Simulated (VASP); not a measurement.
# TiAl (Pm) in VASP: single point with PBEsol

Aim: the single point of TiAl with PBEsol.

Everything below comes from runs of VASP 6.6.1. Logs are shortened: lines on timing, memory, paths and dates and some standing lists are left out, and cuts for length are marked.

### Step 1. The cell of the first run

The structure is monoclinic, space group Pm (No. 6). Conventional cell: a = 2.867 Å, b = 4.678 Å, c = 2.867 Å, α = 90.00°, β = 120.00°, γ = 90.00°. Ti (site symmetry m) has 6 Al at 2.71 to 3.00 Å and 6 Ti at 2.87 Å within 3.6 Å. Al (site symmetry m) has 6 Ti at 2.71 to 3.00 Å and 6 Al at 2.87 Å within 3.6 Å.

### Step 2. Single point, PBEsol (atom 1 (Ti) moved by (-0.300, +0.000) A along [1 1 0] and z)

INCAR reads:

```
PREC     = Accurate       # precision mode
ENCUT    = 520            # plane-wave cutoff, eV
EDIFF    = 1E-7           # SCF threshold, eV
ISMEAR   = 0              # smearing method
SIGMA    = 0.15           # smearing width, eV
LREAL    = False          # projectors in reciprocal space
LASPH    = True           # aspherical terms in the spheres
NELM     = 100            # most SCF steps
ALGO     = Fast           # electronic algorithm
ISIF     = 2              # what is computed and relaxed
LWAVE    = False          # write WAVECAR
LCHARG   = False          # write CHGCAR
GGA      = PS             # functional
NBANDS   = 14             # bands
```

KPOINTS reads:

```
regular mesh
0
Gamma
  18 18 10
```

POSCAR reads:

```
TiAl
1.0
    2.8672622327      0.0000000000      0.0000000000
   -1.4336311163      2.4831219328      0.0000000000
    0.0000000000      0.0000000000      4.6780830000
Ti Al
1 1
Direct
   -0.1166989603     -0.0854295681      0.0000000000
    0.3333333333      0.6666666667      0.5000000000
```

Potentials or basis: VASP PAW PBE potentials, release 64 (Ti_sv, Al).

Launch:

```bash
> cat potpaw_PBE.64/Ti_sv/POTCAR potpaw_PBE.64/Al/POTCAR > POTCAR
> mpirun -np 1 vasp_std > vasp.out
```

OUTCAR:

```text
PREC = Accurate
   ENCUT = 520
   EDIFF = 1E-7
   ISMEAR = 0
   LREAL = False
   LASPH = True
   NELM = 100
   ISIF = 2
   GGA = PS

 ion  position               nearest neighbor table
   1  0.883  0.915  0.000-   2 2.71   2 2.71   2 2.93   2 2.93   2 3.00   2 3.00
   2  0.333  0.667  0.500-   1 2.71   1 2.71   1 2.93   1 2.93   1 3.00   1 3.00

  LATTYP: Found a hexagonal cell.
 ALAT       =     2.8672622327
 C/A-ratio  =     1.6315504549

  Lattice vectors:

 A1 = (   2.8672622327,   0.0000000000,   0.0000000000)
 A2 = (  -1.4336311163,   2.4831219328,   0.0000000000)
 A3 = (   0.0000000000,   0.0000000000,   4.6780830000)

Analysis of symmetry for initial positions (statically):
=====================================================================
 Subroutine PRICEL returns:
 Original cell was already a primitive cell.

 Routine SETGRP: Setting up the symmetry group for a
 hexagonal supercell.

 Subroutine GETGRP returns: Found  2 space group operations
 (whereof  2 operations were pure point group operations)
 out of a pool of 24 trial point group operations.

The static configuration has the point symmetry C_1h.

Analysis of symmetry for dynamics (positions and initial velocities):
=====================================================================
 Subroutine PRICEL returns:
 Original cell was already a primitive cell.

 Routine SETGRP: Setting up the symmetry group for a
 hexagonal supercell.

 Subroutine GETGRP returns: Found  2 space group operations
 (whereof  2 operations were pure point group operations)
 out of a pool of 24 trial point group operations.

The dynamic configuration has the point symmetry C_1h.

 Subroutine INISYM returns: Found  2 space group operations
 (whereof  2 operations are pure point group operations),
 and found     1 'primitive' translations

----------------------------------------------------------------------------------------

                                     Primitive cell

  volume of cell :      33.3068

  direct lattice vectors                    reciprocal lattice vectors
     2.867262233  0.000000000  0.000000000     0.348764751  0.201359423  0.000000000
    -1.433631116  2.483121933  0.000000000     0.000000000  0.402718846  0.000000000
     0.000000000  0.000000000  4.678083000     0.000000000  0.000000000  0.213762774

  length of vectors
     2.867262233  2.867262233  4.678083000     0.402718846  0.402718846  0.213762774

[... 91 lines left out ...]
   NELECT =      15.0000    total number of electrons
   NUPDOWN=      -1.0000    fix difference up-down
   EMIN   =  10.00;   EMAX   =-10.00  energy-range for DOS
   EFERMI =   0.00;   METHOD = LEGACY
   ISMEAR =     0;   SIGMA  =   0.15  broadening in eV -4-tet -1-fermi 0-gaus
   EFERMI_NEDOS =   21; number of points for ismear=-14 and -15
   IALGO  =     68    algorithm
   IMIX   =      4    mixing-type and parameters
     AMIX     =   0.40;   BMIX     =  1.00
     AMIX_MAG =   1.60;   BMIX_MAG =  1.00
  volume/ion in A,a.u.               =      16.65       112.38
  Fermi-wavevector in a.u.,A,eV,Ry     =   1.254857  2.371335 21.424622  1.574665
  Thomas-Fermi vector in A             =   2.388641
   LORBIT       =      0    0 simple, 1 ext, 2 COOP (PROOUT), +10 PAW based schemes
   GGA     = PS    functional components
   LHFCALC =     F    Hartree Fock is set to
   AEXX    =    0.0000 exact exchange contribution
   IVDW    =     0    specifies the selected vdW correction
   LEPSILON=     F    determine dielectric tensor
   LRPA    =     F    only Hartree local field effects (RPA)
 non-spin polarized calculation
 RMM-DIIS sequential band-by-band and
 Gauss-broadening in eV      SIGMA  =   0.15
  energy-cutoff  :      520.00
  volume of cell :       33.31
 maximum number of plane-waves:       917
 NGX is ok and might be reduce to    24
   NGX = 11   NGY = 11   NGZ = 17

 number of electron      15.0000000 magnetization

 Free energy of the ion-electron system (eV)
  ---------------------------------------------------
  ext. energy  EPLUGINS =         0.00000000
  ---------------------------------------------------
  free energy    TOTEN  =       -12.83882196 eV

  energy without entropy =      -12.81139004  energy(sigma->0) =      -12.82510600

 E-fermi :   7.7682     XC(G=0): -11.0295

 val. band max:        7.7678492251   @ k =   0.2778  -0.0556   0.5000
 cond. band min:       7.7688554625   @ k =   0.4444   0.3333   0.5000
 fundamental gap:      0.0010062374
 Fermi energy:         7.7681616879

 k-point     1 :       0.0000    0.0000    0.0000
  band No.  band energies     occupation
      1     -48.5074      2.00000
      2     -24.9312      2.00000
      3     -24.5185      2.00000
      4     -24.4973      2.00000
      5      -1.1482      2.00000
      6       5.4751      2.00000
      7       5.9539      2.00000
      8       9.0437      0.00000
      9       9.0694      0.00000
     10      10.4878      0.00000
     11      10.5849      0.00000
     12      11.6187      0.00000
     13      20.6477      0.00000
     14      20.7675      0.00000
[... 377 lines left out ...]
      1     -48.4136      2.00000
      2     -25.0795      2.00000
      3     -24.8392      2.00000
      4     -24.6303      2.00000
      5       3.3416      2.00000
      6       5.6304      2.00000
      7       6.3735      2.00000
      8       6.8923      2.00000
      9       9.8474      0.00000
     10      11.5557      0.00000
     11      11.6263      0.00000
     12      11.7855      0.00000
     13      12.9433      0.00000
     14      15.7938      0.00000

 [... further k-points ...]

------------------------ aborting loop because EDIFF is reached ----------------------------------------

  FORCE on cell =-STRESS in cart. coord.  units (eV):
  Direction    XX          YY          ZZ          XY          YZ          ZX
  --------------------------------------------------------------------------------------
  -------------------------------------------------------------------------------------
  Total        0.0689784     -1.1182651     -0.1943771      0.5119815      0.0000000      0.0000000
  in kB        3.3181056    -53.7925276     -9.3502323     24.6281325      0.0000000      0.0000000
  external PRESSURE =     -19.9415514 kB  Pullay stress =       0.0000000 kB

 VOLUME and BASIS-vectors are now :
 -----------------------------------------------------------------------------
  energy-cutoff  :      520.00
  volume of cell :       33.31
      direct lattice vectors                 reciprocal lattice vectors
     2.867262233  0.000000000  0.000000000     0.348764751  0.201359423  0.000000000
    -1.433631116  2.483121933  0.000000000     0.000000000  0.402718846  0.000000000
     0.000000000  0.000000000  4.678083000     0.000000000  0.000000000  0.213762774

 POSITION                                       TOTAL-FORCE (eV/Angst)
 -----------------------------------------------------------------------------------
      1.22150      2.27099      0.00000         0.598996      0.389744      0.000000
     -0.00000      1.65541      2.33904        -0.598996     -0.389744      0.000000
 -----------------------------------------------------------------------------------
    total drift:                                0.000090      0.000060     -0.000000

  FREE ENERGIE OF THE ION-ELECTRON SYSTEM (eV)
  ---------------------------------------------------
  free  energy   TOTEN  =       -12.8388219616 eV

  energy  without entropy=      -12.8113900381  energy(sigma->0) =      -12.82510600
```

stdout:

```text
POSCAR found type information on POSCAR TiAl
 POSCAR found :  2 types and       2 ions
 scaLAPACK will be used
 -----------------------------------------------------------------------------
|                                                                             |
|                                                                             |
[... 74 lines left out ...]
WARNING in EDDRMM: call to ZHEGV failed, returncode =   6  3      5
WARNING in EDDRMM: call to ZHEGV failed, returncode =   6  3     14
 num prob  num prob WARNING in EDDRMM: call to ZHEGV failed, returncode =   8  4     12
WARNING in EDDRMM: call to ZHEGV failed, returncode =   8  4      3
WARNING in EDDRMM: call to ZHEGV failed, returncode =   8  4     14
 num prob WARNING in EDDRMM: call to ZHEGV failed, returncode =   6  3      8
```

It took 15 min on 1 thread of Intel Xeon Platinum 8488C (Sapphire Rapids), shared host; peak memory 0.56 GiB.

Results:

- Free energy: -12.8388 eV
- Pressure: -2.0 GPa
- Largest force: 0.715 eV/Å
- Band gap on the k mesh: zero (an odd number of electrons rules out a gap without spin polarisation)

Forces on the atoms (eV/Å):
```
Ti   0.599  0.390  0.000
Al  -0.599 -0.390  0.000
```

Caveat: the cell differs from its parent crystal (atom 1 (Ti) moved by (-0.300, +0.000) A along [1 1 0] and z); the PAW data sets were made with another functional, which shifts forces and pressure a little.
